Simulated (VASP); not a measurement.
# Si (I4/mmm) in VASP: single point with r2SCAN

Aim: the single point of Si with r2SCAN.

Program: VASP 6.6.1. These are calculated values, not measurements. Logs are shortened: lines on timing, memory, paths and dates and some standing lists are left out, and cuts for length are marked.

### 1 The cell of the first run

Symmetry: I4/mmm, No. 139, tetragonal system. The conventional cell has a = 3.254 Å, b = 3.254 Å, c = 2.641 Å, α = 90.00°, β = 90.00°, γ = 90.00°. Within 3.5 Å of Si (site symmetry 4/mmm) lie 14 Si at 2.64 to 3.25 Å.

### 2 Single point, r2SCAN

The input, POSCAR:

```
Si
1.0
   -1.6269150000      1.6269150000      1.3203300000
    1.6269150000     -1.6269150000      1.3203300000
    1.6269150000      1.6269150000     -1.3203300000
Si
1
Direct
    0.0000000000      0.0000000000      0.0000000000
```

The input, INCAR.step1:

```
SYSTEM = Si
PREC = Accurate
ENCUT = 550
ISMEAR = 1
SIGMA = 0.1
LREAL = .False.
LASPH = .True.
NELM = 120
NBANDS = 8
GGA = PE
ALGO = Normal
EDIFF = 1E-5
LWAVE = .True.
LCHARG = .False.
GGA_COMPAT = .False.
```

The input, INCAR.step2:

```
SYSTEM = Si
PREC = Accurate
ENCUT = 550
EDIFF = 1E-6
ISMEAR = 1
SIGMA = 0.1
LREAL = .False.
LASPH = .True.
NELM = 120
ALGO = Normal
ISIF = 2
LWAVE = .False.
LCHARG = .False.
METAGGA = R2SCAN
LMIXTAU = .True.
NBANDS = 8
ISTART = 1
GGA_COMPAT = .False.
```

The input, KPOINTS:

```
regular mesh
0
Gamma
  12 12 12
  0 0 0
```

Potentials or basis: VASP PAW PBE potentials, release 64 (Si).

Launch:

```bash
$ cat potpaw_PBE.64/Si/POTCAR > POTCAR
$ cp INCAR.step1 INCAR
$ mpirun -np 1 vasp_std > vasp.out
$ cp INCAR.step2 INCAR
$ mpirun -np 1 vasp_std > vasp.out
```

OUTCAR:

```text
SYSTEM = Si
   PREC = Accurate
   ENCUT = 550
   EDIFF = 1E-6
   ISMEAR = 1
   LREAL = .False.
   LASPH = .True.
   NELM = 120
   ISIF = 2
   METAGGA = R2SCAN
   ISTART = 1

 ion  position               nearest neighbor table
   1  0.000  0.000  0.000-

  LATTYP: Found a body centered tetragonal cell.
 ALAT       =     3.2538300000
 C/A-ratio  =     0.8115543836

  Lattice vectors:

 A1 = (  -1.6269150000,   1.6269150000,   1.3203300000)
 A2 = (   1.6269150000,  -1.6269150000,   1.3203300000)
 A3 = (   1.6269150000,   1.6269150000,  -1.3203300000)

Analysis of symmetry for initial positions (statically):
=====================================================================
 Subroutine PRICEL returns:
 Original cell was already a primitive cell.

 Routine SETGRP: Setting up the symmetry group for a
 body centered tetragonal supercell.

 Subroutine GETGRP returns: Found 16 space group operations
 (whereof 16 operations were pure point group operations)
 out of a pool of 16 trial point group operations.

The static configuration has the point symmetry D_4h.

Analysis of symmetry for dynamics (positions and initial velocities):
=====================================================================
 Subroutine PRICEL returns:
 Original cell was already a primitive cell.

 Routine SETGRP: Setting up the symmetry group for a
 body centered tetragonal supercell.

 Subroutine GETGRP returns: Found 16 space group operations
 (whereof 16 operations were pure point group operations)
 out of a pool of 16 trial point group operations.

The dynamic configuration has the point symmetry D_4h.

 Subroutine INISYM returns: Found 16 space group operations
 (whereof 16 operations are pure point group operations),
 and found     1 'primitive' translations

----------------------------------------------------------------------------------------

                                     Primitive cell

  volume of cell :      13.9789

  direct lattice vectors                    reciprocal lattice vectors
    -1.626915000  1.626915000  1.320330000     0.000000000  0.307330131  0.378693205
     1.626915000 -1.626915000  1.320330000     0.307330131  0.000000000  0.378693205
     1.626915000  1.626915000 -1.320330000     0.307330131  0.307330131  0.000000000

  length of vectors
     2.652729942  2.652729942  2.652729942     0.487709292  0.487709292  0.434630439

  position of ions in fractional coordinates (direct lattice)
     0.000000000  0.000000000  0.000000000

  ion indices of the primitive-cell ions
   primitive index   ion index
                 1           1

----------------------------------------------------------------------------------------

 KPOINTS: regular mesh

Automatic generation of k-mesh.
 Grid dimensions read from file:
 generate k-points for:   12   12   12

 Generating k-lattice:

  Cartesian coordinates                     Fractional coordinates (reciprocal lattice)
     0.000000000  0.025610844  0.031557767     0.083333333 -0.000000000  0.000000000
     0.025610844  0.000000000  0.031557767    -0.000000000  0.083333333  0.000000000
     0.025610844  0.025610844  0.000000000     0.000000000  0.000000000  0.083333333

  Length of vectors
     0.040642441  0.040642441  0.036219203

  Shift w.r.t. Gamma in fractional coordinates (k-lattice)
     0.000000000  0.000000000  0.000000000

 Subroutine IBZKPT returns following result:
 ===========================================

 Found    163 irreducible k-points:

 Following reciprocal coordinates:
            Coordinates               Weight
  0.000000  0.000000  0.000000      1.000000
  0.083333  0.000000  0.000000      8.000000
  0.166667 -0.000000  0.000000      8.000000
  0.250000  0.000000  0.000000      8.000000
  0.333333  0.000000  0.000000      8.000000
  0.416667 -0.000000  0.000000      8.000000
[... 16 lines left out ...]
  0.500000  0.166667  0.000000     16.000000
 -0.416667  0.166667 -0.000000     16.000000
 [... further k-points ...]
   k-points           NKPTS =    163   k-points in BZ     NKDIM =    163   number of bands    NBANDS=      8
   number of dos      NEDOS =    301   number of ions     NIONS =      1
   total plane-waves  NPLWV =   8000
   dimension x,y,z NGX =    20 NGY =   20 NGZ =   20
   dimension x,y,z NGXF=    40 NGYF=   40 NGZF=   40
   ions per type =               1
   NGX,Y,Z   is equivalent  to a cutoff of  12.53, 12.53, 12.53 a.u.
   NGXF,Y,Z  is equivalent  to a cutoff of  25.07, 25.07, 25.07 a.u.
 SYSTEM =  Si
   PREC   = accura    normal or accurate (medium, high low for compatibility)
   ISTART =      1    job   : 0-new  1-cont  2-samecut
   ICHARG =      0    charge: 1-file 2-atom 10-const
   ISPIN  =      1    spin polarized calculation?
   LNONCOLLINEAR =      F non collinear calculations
   LSORBIT =      F    spin-orbit coupling
   LASPH  =      T    aspherical Exc in radial PAW
   ENCUT  =  550.0 eV  40.42 Ry    6.36 a.u.   5.07  5.07  5.07*2*pi/ulx,y,z
   NELM   =    120;   NELMIN=  2; NELMDL=  0     # of ELM steps
   EDIFF  = 0.1E-05   stopping-criterion for ELM
   LREAL  =      F    real-space projection
   EDIFFG = 0.1E-04   stopping-criterion for IOM
   NSW    =      0    number of steps for IOM
   IBRION =     -1    ionic relax: 0-MD 1-quasi-New 2-CG
   NFREE  =      0    steps in history (QN), initial steepest desc. (CG)
   ISIF   =      2    stress and relaxation
   ISYM   =      2    0-nonsym 1-usesym 2-fastsym
   POTIM  = 0.5000    time-step for ionic-motion
   TEBEG  =    0.0;   TEEND  =   0.0 temperature during run
   PSTRESS=    0.0 pullay stress
   NELECT =       4.0000    total number of electrons
   NUPDOWN=      -1.0000    fix difference up-down
   EMIN   =  10.00;   EMAX   =-10.00  energy-range for DOS
   EFERMI =   0.00;   METHOD = LEGACY
   ISMEAR =     1;   SIGMA  =   0.10  broadening in eV -4-tet -1-fermi 0-gaus
   EFERMI_NEDOS =   21; number of points for ismear=-14 and -15
   IALGO  =     38    algorithm
   IMIX   =      4    mixing-type and parameters
     AMIX     =   0.40;   BMIX     =  1.00
     AMIX_MAG =   1.60;   BMIX_MAG =  1.00
  volume/ion in A,a.u.               =      13.98        94.33
  Fermi-wavevector in a.u.,A,eV,Ry     =   1.078791  2.038620 15.834333  1.163791
  Thomas-Fermi vector in A             =   2.214739
   LORBIT       =      0    0 simple, 1 ext, 2 COOP (PROOUT), +10 PAW based schemes
   METAGGA = R2SCAN    functional components
   LHFCALC =     F    Hartree Fock is set to
   AEXX    =    0.0000 exact exchange contribution
   IVDW    =     0    specifies the selected vdW correction
   LEPSILON=     F    determine dielectric tensor
   LRPA    =     F    only Hartree local field effects (RPA)
 non-spin polarized calculation
 Methfessel and Paxton  Order N= 1 SIGMA  =   0.10
  energy-cutoff  :      550.00
  volume of cell :       13.98
 maximum number of plane-waves:       425
   NGX = 11   NGY = 11   NGZ = 11

 number of electron       3.9999999 magnetization

 Free energy of the ion-electron system (eV)
  ---------------------------------------------------
  ext. energy  EPLUGINS =         0.00000000
  ---------------------------------------------------
  free energy    TOTEN  =        -8.07891992 eV

  energy without entropy =       -8.07891882  energy(sigma->0) =       -8.07891956

 E-fermi :  10.6400     XC(G=0): -12.0864

 val. band max:       10.6338066904   @ k =  -0.4167  -0.4167   0.2500
 cond. band min:      10.7093365507   @ k =   0.3333   0.0000   0.0000
 fundamental gap:      0.0755298602
 Fermi energy:        10.6400472920

 k-point     1 :       0.0000    0.0000    0.0000
  band No.  band energies     occupation
      1      -5.0362      2.00000
      2      20.7128      0.00000
      3      21.4736      0.00000
      4      21.4736      0.00000
      5      24.5233      0.00000
      6      25.6692      0.00000
      7      26.7843      0.00000
      8      26.7843      0.00000

 k-point     2 :       0.0833    0.0000    0.0000
  band No.  band energies     occupation
      1      -4.7812      2.00000
      2      19.1622      0.00000
      3      20.8077      0.00000
      4      22.6870      0.00000
      5      23.0726      0.00000
      6      25.7588      0.00000
      7      26.0321      0.00000
      8      26.7631      0.00000

 k-point     3 :       0.1667   -0.0000    0.0000
  band No.  band energies     occupation
      1      -4.0182      2.00000
      2      17.6837      0.00000
      3      18.7700      0.00000
      4      19.7101      0.00000
      5      22.3466      0.00000
      6      24.9137      0.00000
      7      26.9809      0.00000
      8      28.7160      0.00000

 k-point     4 :       0.2500    0.0000    0.0000
  band No.  band energies     occupation
      1      -2.7525      2.00000
      2      14.6341      0.00000
      3      16.6296      0.00000
      4      18.7685      0.00000
      5      20.4064      0.00000
      6      23.3362      0.00000
      7      29.1569      0.00000
      8      30.0627      0.00000

 k-point     5 :       0.3333    0.0000    0.0000
  band No.  band energies     occupation
      1      -0.9933      2.00000
      2      10.7093      0.08526
      3      16.0044      0.00000
      4      18.1386      0.00000
      5      18.7701      0.00000
      6      21.9524      0.00000
      7      29.4779      0.00000
      8      33.5825      0.00000
[... 177 lines left out ...]
 k-point    22 :       0.4167    0.1667    0.0000
  band No.  band energies     occupation
      1       3.9006      2.00000
      2       5.2879      2.00000
      3      10.8662     -0.00629
      4      16.2751      0.00000
      5      20.4886      0.00000
      6      24.9907      0.00000
      7      28.2828      0.00000
      8      36.3954      0.00000

 k-point    23 :       0.5000    0.1667    0.0000
  band No.  band energies     occupation
      1       1.3617      2.00000
      2       8.4464      2.00000
      3      10.6230      1.28339
      4      17.0783      0.00000
      5      20.3863      0.00000
      6      25.9811      0.00000
      7      29.7306      0.00000
      8      33.8686      0.00000

 k-point    24 :      -0.4167    0.1667   -0.0000
  band No.  band energies     occupation
      1      -0.7679      2.00000
      2      10.7550     -0.06899
      3      12.1626     -0.00000
      4      18.2189      0.00000
      5      20.8126      0.00000
      6      27.1923      0.00000
      7      30.8148      0.00000
      8      31.2219      0.00000

 [... further k-points ...]

------------------------ aborting loop because EDIFF is reached ----------------------------------------

  FORCE on cell =-STRESS in cart. coord.  units (eV):
  Direction    XX          YY          ZZ          XY          YZ          ZX
  --------------------------------------------------------------------------------------
  -------------------------------------------------------------------------------------
  Total        0.1969497      0.1969497     -0.2721107      0.0000000      0.0000000      0.0000000
  in kB       22.5732329     22.5732329    -31.1877489      0.0000000      0.0000000      0.0000000
  external PRESSURE =       4.6529056 kB  Pullay stress =       0.0000000 kB

 VOLUME and BASIS-vectors are now :
 -----------------------------------------------------------------------------
  energy-cutoff  :      550.00
  volume of cell :       13.98
      direct lattice vectors                 reciprocal lattice vectors
    -1.626915000  1.626915000  1.320330000     0.000000000  0.307330131  0.378693205
     1.626915000 -1.626915000  1.320330000     0.307330131  0.000000000  0.378693205
     1.626915000  1.626915000 -1.320330000     0.307330131  0.307330131  0.000000000

 POSITION                                       TOTAL-FORCE (eV/Angst)
 -----------------------------------------------------------------------------------
      0.00000      0.00000      0.00000         0.000000     -0.000000      0.000000
 -----------------------------------------------------------------------------------
    total drift:                                0.000000      0.000000      0.000000

  FREE ENERGIE OF THE ION-ELECTRON SYSTEM (eV)
  ---------------------------------------------------
  free  energy   TOTEN  =        -8.0789199231 eV

  energy  without entropy=       -8.0789188243  energy(sigma->0) =       -8.07891956
```

It took 36 s on 1 thread of Intel Xeon Platinum 8375C at 2.90GHz (Ice Lake), shared host; peak memory 0.13 GiB.

What came out:

```
Free energy            : -8.0789 eV
Pressure               : 0.5 GPa
Band gap on the k mesh : zero (bands 2 and 3 overlap by 14.10 eV)
```

Caveat: the stress differs along the axes, from -3 to 2 GPa; the PAW data sets were made with another functional, which shifts forces and pressure a little.

The gap in the log of VASP goes by the Fermi energy; the results here count the filled bands.